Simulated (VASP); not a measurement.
Here is a VASP 6.6.1 calculation.

File INCAR:

```
PREC = Accurate ; ENCUT = 600
EDIFF = 1E-6 ; ISMEAR = -1
SIGMA = 0.1 ; LREAL = F
LASPH = T ; NELM = 80
ALGO = Normal ; ISIF = 3
LWAVE = F ; LCHARG = F
GGA = PS ; IVDW = 12
IBRION = 2 ; NSW = 50
EDIFFG = -0.005
```

KPOINTS

```
regular mesh
0
Gamma
  10 10 3
```

Contents of POSCAR:

```
Rh
1.0
    2.6917450000      0.0000000000      0.0000000000
   -1.3458725000      2.3311195505      0.0000000000
    0.0000000000      0.0000000000      8.7980700000
Rh
4
Direct
    0.0000000000      0.0000000000      0.0000000000
    0.0000000000      0.0000000000      0.5000000000
    0.3333333333      0.6666666667      0.2500000000
    0.6666666667      0.3333333333      0.7500000000
```

Potentials or basis: VASP PAW PBE potentials, release 64 (Rh_pv).

The run is started by

```sh
$ cat potpaw_PBE.64/Rh_pv/POTCAR > POTCAR
$ mpirun -np 1 vasp_std > vasp.out
```

(1) What does it give for the dispersion energy per atom?

(2) Predict the band gap on the k mesh.

Answers

(1) -0.634 eV.

(2) zero (band 30 reaches 13.45 eV, above the bottom of band 31 at 11.46 eV).
